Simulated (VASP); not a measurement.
# ZrGaF (I4/mmm) in VASP: notebook

ZrGaF is run at these levels: PBE; tasks: single point, relaxation of cell and atoms.

Program: VASP 6.6.1. These are calculated values, not measurements. Logs are shortened: lines on timing, memory, paths and dates and some standing lists are left out, and cuts for length are marked.

### 1 The cell of the first run

The structure is tetragonal, space group I4/mmm (No. 139). Conventional cell: a = 3.700 Å, b = 3.700 Å, c = 12.548 Å, α = 90.00°, β = 90.00°, γ = 90.00°. Zr (site symmetry 4mm) has 5 Ga at 2.51 to 2.78 Å and 4 F at 2.99 Å and 4 Zr at 3.06 Å within 3.3 Å. Within 3.1 Å of F (site symmetry mmm) lie 4 Ga at 2.33 Å and 4 F at 2.62 Å and 4 Zr at 2.99 Å. Within 3.1 Å of Ga (site symmetry 4mm) lie 4 F at 2.33 Å and 5 Zr at 2.51 to 2.78 Å and 1 Ga at 2.83 Å.

### 2 Single point, PBE

Contents of INCAR:

```
SYSTEM = ZrGaF
PREC = Accurate
ENCUT = 520
EDIFF = 1E-6
ISMEAR = -1
SIGMA = 0.1
LREAL = .FALSE.
LASPH = .TRUE.
NELM = 80
ALGO = Normal
ISIF = 2
LWAVE = .FALSE.
LCHARG = .FALSE.
GGA = PE
NBANDS = 41
```

Contents of KPOINTS:

```
Automatic mesh
0
G
  7 7 7
  0 0 0
```

Contents of POSCAR:

```
ZrGaF
1.0
    0.0000000000      3.6999352953     -0.0000001320
    3.6999352953      0.0000000000     -0.0000001320
    1.8499674239      1.8499674239     -6.2737657250
Zr F Ga
2 2 2
Direct
    0.3129246897      0.3129246897      0.3741506206
    0.6870753103      0.6870753103      0.6258493794
    0.5000000000      0.0000000000      0.0000000000
    0.0000000000      0.5000000000      0.0000000000
    0.1129416545      0.1129416545      0.7741166910
    0.8870583455      0.8870583455      0.2258833090
```

Potentials or basis: VASP PAW PBE potentials, release 64 (Zr_sv, F, Ga_d).

Launch:

```console
$ cat potpaw_PBE.64/Zr_sv/POTCAR potpaw_PBE.64/F/POTCAR potpaw_PBE.64/Ga_d/POTCAR > POTCAR
$ mpirun -np 1 vasp_std > vasp.out
```

OUTCAR:

```text
SYSTEM = ZrGaF
   PREC = Accurate
   ENCUT = 520
   EDIFF = 1E-6
   ISMEAR = -1
   LREAL = .FALSE.
   LASPH = .TRUE.
   NELM = 80
   ISIF = 2
   GGA = PE

 ion  position               nearest neighbor table
   1  0.313  0.313  0.374-   5 2.51   6 2.78   6 2.78   6 2.78   6 2.78   2 3.06   2 3.06   2 3.06
                             2 3.06
   2  0.687  0.687  0.626-   6 2.51   5 2.78   5 2.78   5 2.78   5 2.78   1 3.06   1 3.06   1 3.06
                             1 3.06
   3  0.500  0.000  0.000-   5 2.33   6 2.33   6 2.33   5 2.33
   4  0.000  0.500  0.000-   5 2.33   6 2.33   6 2.33   5 2.33
   5  0.113  0.113  0.774-   4 2.33   3 2.33   3 2.33   4 2.33   1 2.51   2 2.78   2 2.78   2 2.78
                             2 2.78   6 2.83
   6  0.887  0.887  0.226-   3 2.33   4 2.33   3 2.33   4 2.33   2 2.51   1 2.78   1 2.78   1 2.78
                             1 2.78   5 2.83

  LATTYP: Found a body centered tetragonal cell.
 ALAT       =     3.6999352953
 C/A-ratio  =     3.3912839508

  Lattice vectors:

 A1 = (  -1.8499674239,   1.8499678714,   6.2737655930)
 A2 = (   1.8499678714,  -1.8499674239,   6.2737655930)
 A3 = (   1.8499674239,   1.8499674239,  -6.2737657250)

Analysis of symmetry for initial positions (statically):
=====================================================================
 Subroutine PRICEL returns:
 Original cell was already a primitive cell.

 Routine SETGRP: Setting up the symmetry group for a
 body centered tetragonal supercell.

 Subroutine GETGRP returns: Found 16 space group operations
 (whereof 16 operations were pure point group operations)
 out of a pool of 16 trial point group operations.

The static configuration has the point symmetry D_4h.

Analysis of symmetry for dynamics (positions and initial velocities):
=====================================================================
 Subroutine PRICEL returns:
 Original cell was already a primitive cell.

 Routine SETGRP: Setting up the symmetry group for a
 body centered tetragonal supercell.

 Subroutine GETGRP returns: Found 16 space group operations
 (whereof 16 operations were pure point group operations)
 out of a pool of 16 trial point group operations.

The dynamic configuration has the point symmetry D_4h.

 Subroutine INISYM returns: Found 16 space group operations
 (whereof 16 operations are pure point group operations),
 and found     1 'primitive' translations

----------------------------------------------------------------------------------------

                                     Primitive cell

  volume of cell :      85.8848

  direct lattice vectors                    reciprocal lattice vectors
     0.000000000  3.699935295 -0.000000132     0.000000003  0.270275000  0.079696943
     3.699935295  0.000000000 -0.000000132     0.270275000  0.000000003  0.079696943
     1.849967424  1.849967424 -6.273765725    -0.000000006 -0.000000006 -0.159393905

  length of vectors
     3.699935295  3.699935295  6.797418283     0.281780372  0.281780372  0.159393905

  position of ions in fractional coordinates (direct lattice)
     0.312924690  0.312924690  0.374150621
     0.687075310  0.687075310  0.625849379
     0.500000000  0.000000000  1.000000000
     0.000000000  0.500000000  1.000000000
     0.112941654  0.112941654  0.774116691
     0.887058346  0.887058346  0.225883309

  ion indices of the primitive-cell ions
   primitive index   ion index
                 1           1
                 2           2
                 3           3
                 4           4
                 5           5
                 6           6

----------------------------------------------------------------------------------------

 KPOINTS: Automatic mesh

Automatic generation of k-mesh.
 Grid dimensions read from file:
 generate k-points for:    7    7    7

 Generating k-lattice:

  Cartesian coordinates                     Fractional coordinates (reciprocal lattice)
     0.000000000  0.038610714  0.011385278     0.142857143  0.000000000  0.000000000
     0.038610714  0.000000000  0.011385278     0.000000000  0.142857143  0.000000000
    -0.000000001 -0.000000001 -0.022770558     0.000000000  0.000000000  0.142857143

  Length of vectors
     0.040254339  0.040254339  0.022770558

  Shift w.r.t. Gamma in fractional coordinates (k-lattice)
     0.000000000  0.000000000  0.000000000

 Subroutine IBZKPT returns following result:
 ===========================================

 Found     40 irreducible k-points:

 Following reciprocal coordinates:
            Coordinates               Weight
  0.000000  0.000000  0.000000      1.000000
  0.142857 -0.000000  0.000000      8.000000
  0.285714  0.000000  0.000000      8.000000
  0.428571  0.000000  0.000000      8.000000
  0.142857  0.142857  0.000000      8.000000
  0.285714  0.142857  0.000000     16.000000
[... 16 lines left out ...]
  0.285714  0.285714  0.142857      8.000000
  0.428571  0.285714  0.142857     16.000000
 [... further k-points ...]
   k-points           NKPTS =     40   k-points in BZ     NKDIM =     40   number of bands    NBANDS=     41
   number of dos      NEDOS =    301   number of ions     NIONS =      6
   total plane-waves  NPLWV =  42336
   dimension x,y,z NGX =    28 NGY =   28 NGZ =   54
   dimension x,y,z NGXF=    56 NGYF=   56 NGZF=  108
   ions per type =               2   2   2
   NGX,Y,Z   is equivalent  to a cutoff of  12.58, 12.58, 13.21 a.u.
   NGXF,Y,Z  is equivalent  to a cutoff of  25.16, 25.16, 26.41 a.u.
 SYSTEM =  ZrGaF
   PREC   = accura    normal or accurate (medium, high low for compatibility)
   ISTART =      0    job   : 0-new  1-cont  2-samecut
   ICHARG =      2    charge: 1-file 2-atom 10-const
   ISPIN  =      1    spin polarized calculation?
   LNONCOLLINEAR =      F non collinear calculations
   LSORBIT =      F    spin-orbit coupling
   LASPH  =      T    aspherical Exc in radial PAW
   ENCUT  =  520.0 eV  38.22 Ry    6.18 a.u.   6.88  6.88 12.64*2*pi/ulx,y,z
   NELM   =     80;   NELMIN=  2; NELMDL= -5     # of ELM steps
   EDIFF  = 0.1E-05   stopping-criterion for ELM
   LREAL  =      F    real-space projection
   EDIFFG = 0.1E-04   stopping-criterion for IOM
   NSW    =      0    number of steps for IOM
   IBRION =     -1    ionic relax: 0-MD 1-quasi-New 2-CG
   NFREE  =      0    steps in history (QN), initial steepest desc. (CG)
   ISIF   =      2    stress and relaxation
   ISYM   =      2    0-nonsym 1-usesym 2-fastsym
   POTIM  = 0.5000    time-step for ionic-motion
   TEBEG  =    0.0;   TEEND  =   0.0 temperature during run
   PSTRESS=    0.0 pullay stress
   NELECT =      64.0000    total number of electrons
   NUPDOWN=      -1.0000    fix difference up-down
   EMIN   =  10.00;   EMAX   =-10.00  energy-range for DOS
   EFERMI =   0.00;   METHOD = LEGACY
   ISMEAR =    -1;   SIGMA  =   0.10  broadening in eV -4-tet -1-fermi 0-gaus
   EFERMI_NEDOS =   21; number of points for ismear=-14 and -15
   IALGO  =     38    algorithm
   IMIX   =      4    mixing-type and parameters
     AMIX     =   0.40;   BMIX     =  1.00
     AMIX_MAG =   1.60;   BMIX_MAG =  1.00
  volume/ion in A,a.u.               =      14.31        96.60
  Fermi-wavevector in a.u.,A,eV,Ry     =   1.484212  2.804754 29.972078  2.202886
  Thomas-Fermi vector in A             =   2.597777
   LORBIT       =      0    0 simple, 1 ext, 2 COOP (PROOUT), +10 PAW based schemes
   GGA     = PE    functional components
   LHFCALC =     F    Hartree Fock is set to
   AEXX    =    0.0000 exact exchange contribution
   IVDW    =     0    specifies the selected vdW correction
   LEPSILON=     F    determine dielectric tensor
   LRPA    =     F    only Hartree local field effects (RPA)
 non-spin polarized calculation
  energy-cutoff  :      520.00
  volume of cell :       85.88
 maximum number of plane-waves:      2325
   NGX = 13   NGY = 13   NGZ = 25

 number of electron      64.0000033 magnetization

 Free energy of the ion-electron system (eV)
  ---------------------------------------------------
  ext. energy  EPLUGINS =         0.00000000
  ---------------------------------------------------
  free energy    TOTEN  =       -31.41186070 eV

  energy without entropy =      -31.33881334  energy(sigma->0) =      -31.37533702

 E-fermi :   8.7270     XC(G=0): -11.7326

 val. band max:        8.6927849699   @ k =  -0.1429   0.1429   0.0000
 cond. band min:       8.7350689010   @ k =   0.1429   0.1429   0.0000
 fundamental gap:      0.0422839311
 Fermi energy:         8.7270084660

 k-point     1 :       0.0000    0.0000    0.0000
  band No.  band energies     occupation
      1     -40.0459      2.00000
      2     -39.8803      2.00000
      3     -18.5251      2.00000
      4     -18.2247      2.00000
      5     -18.1467      2.00000
      6     -18.1467      2.00000
[... 33 lines left out ...]
     40      11.6506      0.00000
     41      12.4581      0.00000

 k-point     2 :       0.1429   -0.0000    0.0000
  band No.  band energies     occupation
      1     -40.0362      2.00000
      2     -39.8869      2.00000
      3     -18.5192      2.00000
      4     -18.3288      2.00000
      5     -18.1223      2.00000
      6     -18.0593      2.00000
[... 33 lines left out ...]
     40      11.2388      0.00000
     41      14.1453      0.00000

 k-point     3 :       0.2857    0.0000    0.0000
  band No.  band energies     occupation
      1     -40.0098      2.00000
      2     -39.9064      2.00000
      3     -18.5160      2.00000
      4     -18.4457      2.00000
      5     -18.0548      2.00000
      6     -17.9744      2.00000
[... 33 lines left out ...]
     40      11.9842      0.00000
     41      13.2153      0.00000

 k-point     4 :       0.4286    0.0000    0.0000
  band No.  band energies     occupation
      1     -39.9738      2.00000
      2     -39.9369      2.00000
      3     -18.5266      2.00000
      4     -18.5115      2.00000
      5     -17.9592      2.00000
      6     -17.9196      2.00000
[... 825 lines left out ...]
     40      11.5693      0.00000
     41      14.2181      0.00000

 k-point    23 :       0.2857    0.2857    0.1429
  band No.  band energies     occupation
      1     -39.9853      2.00000
      2     -39.9207      2.00000
      3     -18.4893      2.00000
      4     -18.3751      2.00000
      5     -18.2856      2.00000
      6     -18.0347      2.00000
[... 33 lines left out ...]
     40      12.6291      0.00000
     41      13.6902      0.00000

 k-point    24 :       0.4286    0.2857    0.1429
  band No.  band energies     occupation
      1     -39.9617      2.00000
      2     -39.9387      2.00000
      3     -18.4705      2.00000
      4     -18.4290      2.00000
      5     -18.2394      2.00000
      6     -18.1431      2.00000
[... 33 lines left out ...]
     40      12.8934      0.00000
     41      13.6587      0.00000

 [... further k-points ...]

------------------------ aborting loop because EDIFF is reached ----------------------------------------

  FORCE on cell =-STRESS in cart. coord.  units (eV):
  Direction    XX          YY          ZZ          XY          YZ          ZX
  --------------------------------------------------------------------------------------
  -------------------------------------------------------------------------------------
  Total       10.8019654     10.8019654     10.8500083      0.0000000      0.0000000      0.0000000
  in kB      201.5100989    201.5100989    202.4063366      0.0000000      0.0000000      0.0000000
  external PRESSURE =     201.8088448 kB  Pullay stress =       0.0000000 kB

 VOLUME and BASIS-vectors are now :
 -----------------------------------------------------------------------------
  energy-cutoff  :      520.00
  volume of cell :       85.88
      direct lattice vectors                 reciprocal lattice vectors
     0.000000000  3.699935295 -0.000000132     0.000000003  0.270275000  0.079696943
     3.699935295  0.000000000 -0.000000132     0.270275000  0.000000003  0.079696943
     1.849967424  1.849967424 -6.273765725    -0.000000006 -0.000000006 -0.159393905

 POSITION                                       TOTAL-FORCE (eV/Angst)
 -----------------------------------------------------------------------------------
      1.84997      1.84997     -2.34733         0.000000      0.000000      0.014187
      3.69994      3.69994     -3.92643        -0.000000     -0.000000     -0.014187
      0.00000      1.84997     -0.00000         0.000000     -0.000000      0.000000
      1.84997      0.00000     -0.00000         0.000000      0.000000      0.000000
      1.84997      1.84997     -4.85663         0.000000      0.000000      0.013921
      3.69994      3.69994     -1.41714        -0.000000     -0.000000     -0.013921
 -----------------------------------------------------------------------------------
    total drift:                               -0.000000     -0.000000      0.000000

  FREE ENERGIE OF THE ION-ELECTRON SYSTEM (eV)
  ---------------------------------------------------
  free  energy   TOTEN  =       -31.4118606969 eV

  energy  without entropy=      -31.3388133378  energy(sigma->0) =      -31.37533702
```

Run time: 4.2 min. Hardware: 1 thread of Oxide Virtual Turin-like, shared host; peak memory 0.23 GiB.

Results:

```
Free energy            : -31.4119 eV
Pressure               : 20.2 GPa
Largest force          : 0.014 eV/Å
Band gap on the k mesh : zero (bands 32 and 33 overlap by 1.12 eV)
```

Forces on the atoms (eV/Å):
```
Zr   0.000  0.000  0.014
Zr   0.000  0.000 -0.014
F    0.000  0.000  0.000
F    0.000  0.000  0.000
Ga   0.000  0.000  0.014
Ga   0.000  0.000 -0.014
```

Levels at points of the mesh, in eV from the Fermi level:
| k point | band 29 | band 30 | band 31 | band 32 | band 33 | band 34 | band 35 | band 36 |
| --- | --- | --- | --- | --- | --- | --- | --- | --- |
| (0.00, 0.00, 0.00) | -1.87 | -1.44 | 0.76 | 0.76 | 0.78 | 1.12 | 1.12 | 1.28 |

Caveat: the cell stands under pressure.

### 3 Relaxation of cell and atoms, PBE, target pressure 20 GPa, at which the enthalpy is minimised

This run uses another cell than the first one, of 15.07 Å³/atom.

Contents of INCAR:

```
PREC     = Accurate       # precision mode
ENCUT    = 600            # plane-wave cutoff, eV
EDIFF    = 1E-6           # SCF threshold, eV
ISMEAR   = -1             # smearing method
SIGMA    = 0.1            # smearing width, eV
LREAL    = F              # projectors in reciprocal space
LASPH    = T              # aspherical terms in the spheres
NELM     = 80             # most SCF steps
ALGO     = Normal         # electronic algorithm
ISIF     = 3              # what is computed and relaxed
LWAVE    = F              # write WAVECAR
LCHARG   = F              # write CHGCAR
GGA      = PE             # functional
IBRION   = 2              # ionic algorithm
NSW      = 100            # ionic steps
EDIFFG   = -0.01          # ionic threshold
PSTRESS  = 200.0
```

Contents of KPOINTS:

```
regular mesh
0
Gamma
  7 7 7
```

Contents of POSCAR:

```
ZrGaF
1.0
    0.0000000000      3.5919310000      0.0000000000
    3.5919310000      0.0000000000      0.0000000000
    1.7959650000      1.7959650000     -7.0090380000
Zr F Ga
2 2 2
Direct
    0.3209700000      0.3209700000      0.3580600000
    0.6790300000      0.6790300000      0.6419400000
    0.5000000000      0.0000000000      0.0000000000
    0.0000000000      0.5000000000      0.0000000000
    0.1302900000      0.1302900000      0.7394200000
    0.8697100000      0.8697100000      0.2605800000
```

Potentials or basis: VASP PAW PBE potentials, release 64 (Zr_sv, F, Ga_d).

Launch:

```console
$ cat potpaw_PBE.64/Zr_sv/POTCAR potpaw_PBE.64/F/POTCAR potpaw_PBE.64/Ga_d/POTCAR > POTCAR
$ mpirun -np 1 vasp_std > vasp.out
```

Wall time 52 min (1 thread of Oxide Virtual Turin-like, shared host); peak memory 0.3 GiB.

It converged, with:

* Free energy: -31.4300 eV
* Relaxed volume: 14.33 Å³/atom
* Relaxed cell: a = 3.699 Å, b = 3.699 Å, c = 6.804 Å, α = 74.23°, β = 74.23°, γ = 90.00°
* Space group after relaxing (to 0.1 Å): I4/mmm (No. 139)
* Energy change on relaxing (the run minimises the enthalpy): -173.9 meV/atom
* Ionic steps: 18
* Pressure after relaxing: 20.0 GPa
* Largest force after relaxing: 0.009 eV/Å
* Band gap on the k mesh: zero (bands 32 and 33 overlap by 1.13 eV)

Forces on the atoms (eV/Å):
```
Zr   0.000  0.000  0.009
Zr   0.000  0.000 -0.009
F    0.000  0.000  0.000
F    0.000  0.000  0.000
Ga   0.000  0.000  0.007
Ga   0.000  0.000 -0.007
```

Step by step:
| step | energy change (eV) | largest force (eV/Å) | pressure (GPa) | volume (Å³) |
| --- | --- | --- | --- | --- |
| 1 | 0.0000 | 2.0175 | 15.03 | 90.43 |
| 2 | -0.5384 | 1.7646 | 26.06 | 83.67 |
| 3 | -0.6059 | 1.7007 | 24.90 | 84.12 |
| 4 | -1.2535 | 0.5373 | 14.91 | 88.33 |
| 5 | -1.1114 | 0.3422 | 17.86 | 86.91 |
| 6 | -0.9301 | 0.2965 | 20.89 | 85.31 |
| 7 | -0.9553 | 0.2841 | 20.50 | 85.51 |
| 8 | -0.9823 | 0.2044 | 20.27 | 85.66 |
| 9 | -1.0322 | 0.0057 | 19.83 | 86.00 |
| 10 | -1.0405 | 0.0496 | 19.79 | 86.02 |
| 11 | -1.0566 | 0.1695 | 19.67 | 86.09 |
| 12 | -1.0586 | 0.1962 | 19.63 | 86.10 |
| 13 | -1.0256 | 0.0749 | 20.29 | 85.82 |
| 14 | -1.0198 | 0.0541 | 20.42 | 85.77 |
| 15 | -1.0505 | 0.0208 | 19.91 | 86.01 |
| 16 | -1.0470 | 0.0209 | 20.01 | 85.98 |
| 17 | -1.0478 | 0.0211 | 19.94 | 85.99 |
| 18 | -1.0434 | 0.0090 | 20.02 | 85.95 |

Final structure:
```
Zr F Ga
1.0
     0.00000    3.69926    0.00000
     3.69926    0.00000    0.00000
     1.84963    1.84963   -6.28101
Zr F Ga
2 2 2
Cartesian
  1.8496 1.8496 -2.3513
  3.6993 3.6993 -3.9297
  0.0000 1.8496 0.0000
  1.8496 0.0000 0.0000
  1.8496 1.8496 -4.8621
  3.6993 3.6993 -1.4189
```

Levels at points of the mesh, in eV from the Fermi level:
```
           k point  band 30  band 31  band 32  band 33  band 34  band 35
(0.00, 0.00, 0.00)    -1.44     0.76     0.76     0.78     1.12     1.12
```

Caveat: the cell is relaxed towards a set pressure, so the run minimises the enthalpy, not the energy.

The gap in the log of VASP goes by the Fermi energy; the results here count the filled bands.